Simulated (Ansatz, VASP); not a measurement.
## Two plane-wave programs on InP

```
In P
1.0
     0.00000    2.87068    2.87068
     2.87068    0.00000    2.87068
     2.87068    2.87068    0.00000
In P
1 1
Direct
  0.00000 0.00000 0.00000
  0.75000 0.75000 0.75000
```

Alike in both runs: task single point; functional r2SCAN; k mesh 8 × 8 × 8; occupations fermi-dirac, width 0.05 eV; no spin polarisation.

|  | VASP | Ansatz |
| --- | --- | --- |
| version | VASP 6.6.1 | Ansatz 0.2.0 |
| potentials or method | VASP PAW PBE potentials, release 64 (In_d, P) | Ansatz PAW |
| plane-wave cutoff (eV) | 520 | 500 |
| valence electrons in the cell | 18 | 18 |

Ansatz gave:

| Quantity | Value |
| --- | --- |
| gap on the k mesh at the Fermi level (eV) | 1.52 |
| least direct gap on the mesh (eV) | 1.52 |
| pressure (GPa) | 7.1 |

Question: Which values does VASP return?

Answer: gap on the k mesh at the Fermi level (eV): 1.53; least direct gap on the mesh (eV): 1.53; pressure (GPa): 6.9.

VASP's potentials were made for PBE, not for r2SCAN.
